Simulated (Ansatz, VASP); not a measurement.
**SnO in VASP and in Ansatz**

Contents of POSCAR:

```
SnO
1.0
    3.0896483456     -0.0137584367     -0.0137584367
   -0.0137584367      3.0896483456     -0.0137584367
   -0.0137584367     -0.0137584367      3.0896483456
Sn O
1 1
Direct
    0.0000000000      0.0000000000      0.0000000000
    0.5000000000      0.5000000000      0.5000000000
```

INCAR.step1

```
  ALGO = Normal
  EDIFF = 1E-5
  ENCUT = 520
  GGA = PE
  ISIF = 2
  ISMEAR = -1
  LASPH = T
  LCHARG = F
  LREAL = F
  LWAVE = T
  NBANDS = 17
  NELM = 100
  PREC = Accurate
  SIGMA = 0.02
```

INCAR.step2

```
  ALGO = Normal
  EDIFF = 1E-6
  ENCUT = 520
  GGA = PE
  HFSCREEN = 0.2079
  ISIF = 2
  ISMEAR = -1
  ISTART = 1
  LASPH = T
  LCHARG = F
  LHFCALC = T
  LREAL = F
  LWAVE = F
  NBANDS = 17
  NELM = 100
  PREC = Accurate
  PRECFOCK = Normal
  SIGMA = 0.02
```

Contents of KPOINTS:

```
k-points
0
Gamma
  6 6 6
```

Input for Ansatz:

```yaml
crystal:
  lattice:
    - [3.0896483456, -0.0137584367, -0.0137584367]
    - [-0.0137584367, 3.0896483456, -0.0137584367]
    - [-0.0137584367, -0.0137584367, 3.0896483456]
  atoms:
    - { symbol: Sn, position: [0.0, 0.0, 0.0] }
    - { symbol: O, position: [0.5, 0.5, 0.5] }
kpoints:
  mp_grid: { grid: [6, 6, 6] }
  band_path:
    path:
      - [0.0, 0.0, 0.0]
      - [0.0, 0.5, 0.0]
      - [0.5, 0.5, 0.0]
      - [0.5, 0.5, 0.5]
      - [0.08313, -0.499837, -0.09375]
    npoints: 1
hamiltonian:
  xc: hse06
scf:
  occupations: { method: fermi_dirac, width: 0.02 }
  n_extra_bands: 4
output:
  forces: true
  stress: true
  eigenvalues: true
  write_density: true
  write_potential: true
  elf: true
  volumetric_format: npy
```

Change from the starting cell: shear_111 strain -1.3%.

Alike in both runs: task single point; functional HSE06; k mesh 6 × 6 × 6; occupations fermi-dirac, width 0.02 eV; no spin polarisation.

```csv
,VASP,Ansatz
version,VASP 6.6.1,Ansatz 0.2.0
potentials or method,"VASP PAW PBE potentials, release 64 (Sn_d, O)","plane waves, PAW"
plane-wave cutoff (eV),520,420
valence electrons in the cell,20,20
```

|  | VASP | Ansatz | Ansatz less VASP |
| --- | --- | --- | --- |
| pressure (GPa) | 0.9 | 0.7 | -0.14 |
| traceless stress, the component that is largest in VASP (GPa) | -0.12 | -0.12 | -0.003 |

The functional is the same, so the differences come from potentials, cutoffs and numerics. Ansatz's warnings: stress exchange threshold loose, stress scf threshold loose.
